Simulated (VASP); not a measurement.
Input of a VASP 6.6.1 run:

Contents of INCAR:

```
SYSTEM = C
  PREC = Accurate
  ENCUT = 520
  EDIFF = 1E-6
  ISMEAR = 0
  SIGMA = 0.02
  LREAL = .FALSE.
  LASPH = .TRUE.
  NELM = 60
  ALGO = Normal
  ISIF = 2
  LWAVE = .FALSE.
  LCHARG = .TRUE.
  GGA = PE
  LELF = .TRUE.
  LVHAR = .TRUE.
  NBANDS = 11
```

KPOINTS

```
Automatic mesh
0
G
  14 14 14
  0 0 0
```

Contents of POSCAR:

```
C
1.0
    0.0000000000      2.1270000000      3.3480000000
    1.2280000000      0.0000000000      3.3480000000
    1.2280000000      2.1270000000      0.0000000000
C
2
Direct
    0.1666700000      0.8333300000      0.1666700000
    0.8333300000      0.1666700000      0.8333300000
```

Potentials or basis: VASP PAW PBE potentials, release 64 (C).

Command:

```sh
$ cat potpaw_PBE.64/C/POTCAR > POTCAR
$ mpirun -np 1 vasp_std > vasp.out
```

Task: Estimate the largest force.

Result: 0.031 eV/Å.

Task: What does it give for the pressure?

Result: 5.0 GPa.

Stress tensor (GPa, compression positive):
```
5.60 0.00 0.00
0.00 5.61 0.00
0.00 0.00 3.92
```

Caveat: the cell stands under pressure; this functional lacks dispersion, which binds layers or chains, so the pressure and a relaxed spacing across them are unreliable.
